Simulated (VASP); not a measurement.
# Co (P6_3/mmc) in VASP: single point with LDA

Aim: the single point of Co with LDA.

All numbers are computed with VASP 6.6.1; they aren't measurements. Logs are shortened: lines on timing, memory, paths and dates and some standing lists are left out, and cuts for length are marked.

**1. The cell of the first run**

It takes space group P6_3/mmc (No. 194, hexagonal). The conventional cell has a = 2.460 Å, b = 2.460 Å, c = 3.970 Å, α = 90.00°, β = 90.00°, γ = 120.00°. Within 3.2 Å of Co (site symmetry -6m2) lie 12 Co at 2.44 to 2.46 Å.

**2. Single point, LDA, collinear spin, ferromagnetic start**

File INCAR:

```
SYSTEM = Co
ALGO = Normal
EDIFF = 1E-6
ENCUT = 600
GGA = CA
GGA_COMPAT = .FALSE.
ISIF = 2
ISMEAR = 0
ISPIN = 2
LASPH = .TRUE.
LCHARG = .FALSE.
LMAXMIX = 4
LORBIT = 11
LREAL = .FALSE.
LWAVE = .FALSE.
MAGMOM = 1.8 1.8
NBANDS = 20
NELM = 200
PREC = Accurate
SIGMA = 0.1
```

File KPOINTS:

```
k-points
0
G
  9 9 4
  0 0 0
```

File POSCAR:

```
Co
1.0
    2.4600000000      0.0000000000      0.0000000000
   -1.2300000000      2.1304225000      0.0000000000
    0.0000000000      0.0000000000      3.9700000000
Co
2
Direct
    0.3333333000      0.6666667000      0.2500000000
    0.6666667000      0.3333333000      0.7500000000
```

Potentials or basis: VASP PAW LDA potentials, release 64 (Co).

Run with:

```sh
$ cat potpaw_LDA.64/Co/POTCAR > POTCAR
$ mpirun -np 1 vasp_std > vasp.out
```

OUTCAR:

```text
SYSTEM = Co
   EDIFF = 1E-6
   ENCUT = 600
   GGA = CA
   ISIF = 2
   ISMEAR = 0
   ISPIN = 2
   LASPH = .TRUE.
   LORBIT = 11
   LREAL = .FALSE.
   NELM = 200
   PREC = Accurate

 ion  position               nearest neighbor table
   1  0.333  0.667  0.250-   2 2.44   2 2.44   2 2.44   2 2.44   2 2.44   2 2.44
   2  0.667  0.333  0.750-   1 2.44   1 2.44   1 2.44   1 2.44   1 2.44   1 2.44

  LATTYP: Found a hexagonal cell.
 ALAT       =     2.4600000000
 C/A-ratio  =     1.6138211382

  Lattice vectors:

 A1 = (   2.4600000000,   0.0000000000,   0.0000000000)
 A2 = (  -1.2300000000,   2.1304225000,   0.0000000000)
 A3 = (   0.0000000000,   0.0000000000,   3.9700000000)

Analysis of symmetry for initial positions (statically):
=====================================================================
 Subroutine PRICEL returns:
 Original cell was already a primitive cell.

 Routine SETGRP: Setting up the symmetry group for a
 hexagonal supercell.

 Subroutine GETGRP returns: Found 24 space group operations
 (whereof 12 operations were pure point group operations)
 out of a pool of 24 trial point group operations.

The static configuration has the point symmetry D_3d.
 The point group associated with its full space group is D_6h.

Analysis of symmetry for dynamics (positions and initial velocities):
=====================================================================
 Subroutine PRICEL returns:
 Original cell was already a primitive cell.

 Routine SETGRP: Setting up the symmetry group for a
 hexagonal supercell.

 Subroutine GETGRP returns: Found 24 space group operations
 (whereof 12 operations were pure point group operations)
 out of a pool of 24 trial point group operations.

The dynamic configuration has the point symmetry D_3d.
 The point group associated with its full space group is D_6h.

Analysis of structural, dynamic, and magnetic symmetry:
=====================================================================
 Subroutine PRICEL returns:
 Original cell was already a primitive cell.

 Routine SETGRP: Setting up the symmetry group for a
 hexagonal supercell.

 Subroutine GETGRP returns: Found 24 space group operations
 (whereof 12 operations were pure point group operations)
 out of a pool of 24 trial point group operations.

The overall configuration has the point symmetry D_3d.
 The point group associated with its full space group is D_6h.

 Subroutine INISYM returns: Found 24 space group operations
 (whereof 12 operations are pure point group operations),
 and found     1 'primitive' translations

----------------------------------------------------------------------------------------
[... 113 lines left out ...]
     AMIX_MAG =   1.60;   BMIX_MAG =  1.00
  volume/ion in A,a.u.               =      10.40        70.20
  Fermi-wavevector in a.u.,A,eV,Ry     =   1.559918  2.947818 33.107674  2.433345
  Thomas-Fermi vector in A             =   2.663206
   LORBIT       =     11    0 simple, 1 ext, 2 COOP (PROOUT), +10 PAW based schemes
   GGA     = CA    functional components
   LHFCALC =     F    Hartree Fock is set to
   AEXX    =    0.0000 exact exchange contribution
   IVDW    =     0    specifies the selected vdW correction
   LEPSILON=     F    determine dielectric tensor
   LRPA    =     F    only Hartree local field effects (RPA)
 spin polarized calculation
 Gauss-broadening in eV      SIGMA  =   0.10
  energy-cutoff  :      600.00
  volume of cell :       20.81
 maximum number of plane-waves:       706
 NGX is ok and might be reduce to    20
   NGX =  9   NGY =  9   NGZ = 15

 number of electron      18.0000000 magnetization       2.9404388

 Free energy of the ion-electron system (eV)
  ---------------------------------------------------
  ext. energy  EPLUGINS =         0.00000000
  ---------------------------------------------------
  free energy    TOTEN  =       -16.22927955 eV

  energy without entropy =      -16.22161079  energy(sigma->0) =      -16.22544517

 E-fermi :  10.5371     XC(G=0): -13.9844

 val. band max:       10.5345900233   @ k =   0.1111   0.0000   0.2500
 cond. band min:      10.5428151667   @ k =   0.2222   0.1111   0.2500
 fundamental gap:      0.0082251435
 Fermi energy:        10.5371469567

 spin component 1

 k-point     1 :       0.0000    0.0000    0.0000
  band No.  band energies     occupation
      1       1.3680      1.00000
      2       5.2862      1.00000
      3       8.0353      1.00000
      4       8.0667      1.00000
      5       8.0667      1.00000
      6       8.4117      1.00000
[... 541 lines left out ...]
     19      30.4684      0.00000
     20      40.9928      0.00000

 [... further k-points ...]

 spin component 2

 k-point     1 :       0.0000    0.0000    0.0000
  band No.  band energies     occupation
      1       1.5435      1.00000
      2       6.1369      1.00000
      3       9.3919      1.00000
      4       9.4120      1.00000
      5       9.4120      1.00000
      6       9.8003      1.00000
[... 541 lines left out ...]
     19      30.8681      0.00000
     20      41.2123      0.00000

 [... further k-points ...]
[... 5 lines left out ...]
  --------------------------------------------------------------------------------------
  -------------------------------------------------------------------------------------
  Total       -1.4542324     -1.4542324     -1.5541270     -0.0000000      0.0000000      0.0000000
  in kB     -111.9832450   -111.9832457   -119.6756346     -0.0000000      0.0000000      0.0000000
  external PRESSURE =    -114.5473751 kB  Pullay stress =       0.0000000 kB

 VOLUME and BASIS-vectors are now :
 -----------------------------------------------------------------------------
  energy-cutoff  :      600.00
  volume of cell :       20.81
      direct lattice vectors                 reciprocal lattice vectors
     2.460000000  0.000000000  0.000000000     0.406504065  0.234695231  0.000000000
    -1.230000000  2.130422500  0.000000000     0.000000000  0.469390461  0.000000000
     0.000000000  0.000000000  3.970000000     0.000000000  0.000000000  0.251889169

 POSITION                                       TOTAL-FORCE (eV/Angst)
 -----------------------------------------------------------------------------------
     -0.00000      1.42028      0.99250        -0.000000     -0.000000      0.000000
      1.23000      0.71014      2.97750         0.000000      0.000000      0.000000
 -----------------------------------------------------------------------------------
    total drift:                                0.000001      0.000002     -0.000003

  FREE ENERGIE OF THE ION-ELECTRON SYSTEM (eV)
  ---------------------------------------------------
  free  energy   TOTEN  =       -16.2292795489 eV

  energy  without entropy=      -16.2216107865  energy(sigma->0) =      -16.22544517

 total charge

# of ion       s       p       d       tot
------------------------------------------
    1        0.504   0.547   7.317   8.369
    2        0.504   0.547   7.317   8.369
--------------------------------------------------
tot          1.008   1.094  14.635  16.737

 magnetization (x)

# of ion       s       p       d       tot
------------------------------------------
    1       -0.014  -0.035   1.518   1.468
    2       -0.014  -0.035   1.518   1.468
--------------------------------------------------
tot         -0.029  -0.071   3.037   2.937
```

OSZICAR:

```text
N       E                     dE             d eps       ncg     rms          rms(c)
DAV:   1     0.905929662048E+02    0.90593E+02   -0.85789E+03  3024   0.134E+03
DAV:   2    -0.132529672466E+02   -0.10385E+03   -0.93536E+02  2908   0.233E+02
DAV:   3    -0.185211420783E+02   -0.52682E+01   -0.50084E+01  3256   0.618E+01
DAV:   4    -0.186041591954E+02   -0.83017E-01   -0.82912E-01  3472   0.690E+00
DAV:   5    -0.186068088615E+02   -0.26497E-02   -0.26494E-02  3340   0.121E+00    0.159E+01
DAV:   6    -0.167145796033E+02    0.18922E+01   -0.73031E+00  3264   0.592E+01    0.778E+00
DAV:   7    -0.162705852999E+02    0.44399E+00   -0.12180E+00  3368   0.217E+01    0.390E+00
DAV:   8    -0.162453144308E+02    0.25271E-01   -0.11577E-02  4128   0.825E-01    0.174E+00
DAV:   9    -0.162307581353E+02    0.14556E-01   -0.11834E-03  4956   0.638E-01    0.476E-01
DAV:  10    -0.162292343513E+02    0.15238E-02   -0.40754E-04  4376   0.262E-01    0.973E-02
DAV:  11    -0.162292953863E+02   -0.61035E-04   -0.29044E-05  3936   0.649E-02    0.408E-02
DAV:  12    -0.162292790850E+02    0.16301E-04   -0.44628E-06  3812   0.253E-02    0.135E-02
DAV:  13    -0.162292795489E+02   -0.46382E-06   -0.90467E-07  1948   0.981E-03
   1 F= -.16229280E+02 E0= -.16225445E+02  d E =-.766876E-02  mag=     2.9409
```

It took 51 s on 1 thread of AMD EPYC 7R13, shared host; peak memory 0.12 GiB.

What came out:

```yaml
Free_energy: -16.2293 eV
Pressure: -11.5 GPa
Net_moment: 2.94 μB per cell
Site_moments: Co +1.47 μB
Valence_electrons_inside_the_program's_atomic_spheres: Co 8.37
```

Caveat: the k points lie up to 0.40 Å⁻¹ apart.
